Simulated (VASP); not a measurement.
# Mg8HO8 (a cell with a defect) in VASP: notebook, part 2 of 2

VASP 6.6.1. Earlier steps stand in the parts before.

### 3 Single point, PBE

INCAR reads:

```
PREC = Accurate
ENCUT = 520
EDIFF = 1E-6
ISMEAR = -1
SIGMA = 0.02
LREAL = Auto
LASPH = True
NELM = 80
ALGO = Normal
ISIF = 2
LWAVE = False
LCHARG = False
GGA = PE
NELECT = 64.0
NBANDS = 46
```

KPOINTS reads:

```
regular mesh
0
Gamma
  2 2 2
```

POSCAR reads:

```
Mg8HO8
1.0
    0.0000000000      4.1930000000      4.1930000000
    4.1930000000      0.0000000000      4.1930000000
    4.1930000000      4.1930000000      0.0000000000
Mg O H
8 8 1
Direct
   -0.0190794181      0.0498449797     -0.0082756976
    0.0128905318      0.0308490341      0.4901860243
   -0.0007274028      0.5375268304     -0.0282971619
    0.0138325781      0.5253756260      0.4811113761
    0.4874314333      0.0210589077      0.0053660863
    0.4515979013      0.0479251133      0.4739923682
    0.4936441689      0.5049248748      0.0070713093
    0.4784521822      0.5483782495      0.5015144288
    0.2338659671      0.2866205581      0.2399952301
    0.2383973289      0.2753398521      0.7561888862
    0.2376460768      0.7813140949      0.2550560458
    0.2397567374      0.7701645600      0.7610541378
    0.7067612688      0.3163725256      0.2442523253
    0.7392916766      0.2837944193      0.7492845218
    0.7606367756      0.7761626520      0.2398879084
    0.7501907942      0.7881349869      0.7318268543
    0.6841760076     -0.0159432387      0.6345218221
```

Potentials or basis: VASP PAW PBE potentials, release 64 (Mg, O, H).

Launch:

```sh
$ cat potpaw_PBE.64/Mg/POTCAR potpaw_PBE.64/O/POTCAR potpaw_PBE.64/H/POTCAR > POTCAR
$ mpirun -np 1 vasp_std > vasp.out
```

OUTCAR:

```text
PREC = Accurate
   ENCUT = 520
   EDIFF = 1E-6
   ISMEAR = -1
   LREAL = Auto
   LASPH = True
   NELM = 80
   ISIF = 2
   GGA = PE
   NELECT = 64.0

 ion  position               nearest neighbor table
   1  0.981  0.050  0.992-  10 2.03  14 2.03  15 2.08  12 2.14  13 2.18  11 2.18   7 2.80   3 2.89
                             4 2.93   2 2.94   6 2.94   5 2.96   5 2.97   2 3.00   6 3.01   4 3.01
   2  0.013  0.031  0.490-  17 1.80   9 2.00  11 2.04  12 2.09  16 2.12  14 2.15  13 2.32   6 2.61
                             8 2.81   5 2.85   3 2.89   4 2.91   1 2.94   1 3.00   4 3.02   3 3.04
   3  0.999  0.538  0.972-  12 1.99  10 2.01  16 2.05   9 2.11  15 2.13  13 2.17   8 2.82   1 2.89
                             2 2.89   4 2.90   7 2.95   5 2.96   5 2.98   7 3.00   4 3.03   2 3.04
   4  0.014  0.525  0.481-  11 2.02   9 2.02  15 2.07  10 2.10  16 2.15  14 2.17   6 2.72   7 2.83
                             8 2.89   3 2.90   2 2.91   1 2.93   1 3.01   2 3.02   3 3.03   8 3.05
   5  0.487  0.021  0.005-  17 1.98  11 2.05  10 2.09   9 2.10  16 2.13  15 2.13  14 2.16   6 2.76
                             2 2.85   8 2.87   7 2.89   3 2.96   1 2.96   1 2.97   3 2.98   7 3.04
   6  0.452  0.048  0.474-  17 1.84   9 1.90  12 2.08  15 2.15  10 2.16  13 2.20  16 2.34   2 2.61
[... 223 lines left out ...]
      4     -12.5702      2.00000
      5     -12.4156      2.00000
      6     -12.3571      2.00000
[... 365 lines left out ...]
     43      14.6668      0.00000
     44      14.9447      0.00000
 [bands above 44 left out]

------------------------ aborting loop because EDIFF is reached ----------------------------------------

  FORCE on cell =-STRESS in cart. coord.  units (eV):
  Direction    XX          YY          ZZ          XY          YZ          ZX
  --------------------------------------------------------------------------------------
  -------------------------------------------------------------------------------------
  Total        2.2639280      6.3493227      4.2955621      1.0234113      3.0298313     -1.0713474
  in kB       24.6018981     68.9975074     46.6794787     11.1213171     32.9248992    -11.6422334
  external PRESSURE =      46.7596281 kB  Pullay stress =       0.0000000 kB

 VOLUME and BASIS-vectors are now :
 -----------------------------------------------------------------------------
  energy-cutoff  :      520.00
  volume of cell :      147.44
      direct lattice vectors                 reciprocal lattice vectors
     0.000000000  4.193000000  4.193000000    -0.119246363  0.119246363  0.119246363
     4.193000000  0.000000000  4.193000000     0.119246363 -0.119246363  0.119246363
     4.193000000  4.193000000  0.000000000     0.119246363  0.119246363 -0.119246363

 POSITION                                       TOTAL-FORCE (eV/Angst)
 -----------------------------------------------------------------------------------
      4.36730      8.27130      4.32200        -0.274348      0.927915     -0.839396
      2.18470      2.10940      0.18340         0.268706     -0.663101      0.823243
      6.32820      8.26430      6.44380         1.363403      1.404743     -0.777109
      4.22020      2.07530      2.26090         0.293182     -1.197818     -0.463467
      0.11080      2.06630      2.13210         0.812458      0.155507      0.088208
      2.18840      3.88100      2.09450        -0.381560      1.344236      0.341540
[... 9 lines left out ...]
      6.37320      6.21410      6.45020        -0.027261      0.218481     -0.661245
      6.78670      5.52930      6.99490         0.386691     -0.657936      0.282994
 -----------------------------------------------------------------------------------
    total drift:                                0.002694      0.004114     -0.002394

  FREE ENERGIE OF THE ION-ELECTRON SYSTEM (eV)
  ---------------------------------------------------
  free  energy   TOTEN  =      -101.0929960117 eV

  energy  without entropy=     -101.0929960116  energy(sigma->0) =     -101.09299601
```

Run time: 4.4 min. Hardware: 1 thread of Intel Xeon 8259CL, shared host; peak memory 0.33 GiB.

What came out:

- Free energy: -101.0930 eV
- Largest force: 2.301 eV/Å

Forces on the atoms (eV/Å):
```
Mg  -0.274  0.928 -0.839
Mg   0.269 -0.663  0.823
Mg   1.363  1.405 -0.777
Mg   0.293 -1.198 -0.463
Mg   0.812  0.156  0.088
Mg  -0.382  1.344  0.342
Mg   0.739 -1.652  0.444
Mg  -1.266  0.849  0.241
O   -0.415 -0.190 -0.391
O   -0.686 -0.374  0.270
O    0.154 -0.274  0.466
O   -0.053 -0.772  1.125
O   -1.097  1.985 -0.390
O   -0.729 -0.108 -0.087
O    0.913 -0.996 -0.474
O   -0.027  0.218 -0.661
H    0.387 -0.658  0.283
```

Caveat: the k points lie up to 0.65 Å⁻¹ apart; the cell carries a net charge on a neutralising background, which shifts energy and pressure; the cell is charged against a uniform background, so pressure and absolute levels hang on convention.

### 4 Single point, PBE

INCAR reads:

```
PREC = Accurate
ENCUT = 520
EDIFF = 1E-6
ISMEAR = -1
SIGMA = 0.02
LREAL = Auto
LASPH = T
NELM = 80
ALGO = Normal
ISIF = 2
LWAVE = F
LCHARG = F
GGA = PE
NELECT = 64.0
NBANDS = 46
```

KPOINTS reads:

```
Automatic mesh
0
Gamma
  2 2 2
```

POSCAR reads:

```
Mg8HO8
1.0
    0.0000000000      4.1930000000      4.1930000000
    4.1930000000      0.0000000000      4.1930000000
    4.1930000000      4.1930000000      0.0000000000
Mg O H
8 8 1
Direct
   -0.0003338898      0.0459336990     -0.0056045791
    0.0084187932      0.0713331743      0.4729787741
   -0.0040782256      0.5503458145      0.0146434534
   -0.0290484140      0.5475792988      0.4904364417
    0.4589554019      0.0609587408      0.0435964703
    0.4925471023      0.0365728595      0.4820057238
    0.4637729549      0.5766038636      0.0105413785
    0.4953374672      0.5211185309      0.5121750537
    0.2484855712      0.3085141903      0.2479370379
    0.2369425233      0.2946577629      0.7325304078
    0.2327569759      0.7849630336      0.2636179347
    0.2400906272      0.8149773432      0.7266157882
    0.7670522299      0.2656928214      0.2550321965
    0.7316360601      0.2877533985      0.7445862151
    0.7216551395      0.7889577868      0.2508466492
    0.7390770332      0.7875864536      0.7494514667
    0.6805986167     -0.0068328166      0.7047817792
```

Launch:

```sh
$ cat potpaw_PBE.64/Mg/POTCAR potpaw_PBE.64/O/POTCAR potpaw_PBE.64/H/POTCAR > POTCAR
$ mpirun -np 1 vasp_std > vasp.out
```

Run time: 4.2 min. Hardware: 1 thread of Intel Xeon 8259CL, shared host; peak memory 0.33 GiB.

The run converged. Its results:

```
Free energy   : -101.1442 eV
Largest force : 1.769 eV/Å
```

Forces on the atoms (eV/Å):
```
Mg   0.122 -0.721  0.069
Mg  -0.536  1.279 -0.554
Mg  -1.206 -1.295  0.003
Mg   0.383  1.454  0.608
Mg  -1.294 -0.564  0.175
Mg   1.011 -0.282  0.394
Mg  -1.389  0.608 -0.289
Mg   0.323 -1.338 -0.354
O    0.246 -0.866 -0.191
O    0.621  1.171 -0.058
O    0.313 -0.501  0.811
O    0.238  1.014 -1.143
O    0.741 -1.305  0.084
O    0.295  0.655 -0.118
O   -0.152  0.634  0.730
O    0.885 -0.294  0.500
H   -0.601  0.351 -0.667
```

Levels at points of the mesh, in eV from the Fermi level:
```
           k point  band 30  band 31  band 32  band 33  band 34  band 35
(0.00, 0.00, 0.00)    -0.58    -0.52    -0.47     3.71     5.89     7.26
(0.50, 0.00, 0.00)    -0.99    -0.67    -0.61     5.34     6.50     7.72
(0.00, 0.50, 0.00)    -0.94    -0.75    -0.67     5.99     6.48     7.56
(0.00, 0.00, 0.50)    -0.90    -0.80    -0.68     5.26     6.49     7.87
(0.50, 0.50, 0.50)    -0.92    -0.76    -0.65     5.59     6.47     7.86
(0.50, 0.50, 0.00)    -1.07    -1.06    -0.92     6.32     7.38     7.87
(0.00, 0.50, 0.50)    -1.22    -0.91    -0.75     6.36     7.34     7.81
(0.50, 0.00, 0.50)    -1.18    -0.83    -0.74     6.04     7.45     8.05
```

Caveat: the k points lie up to 0.65 Å⁻¹ apart; the cell carries a net charge on a neutralising background, which shifts energy and pressure; the cell is charged against a uniform background, so pressure and absolute levels hang on convention.
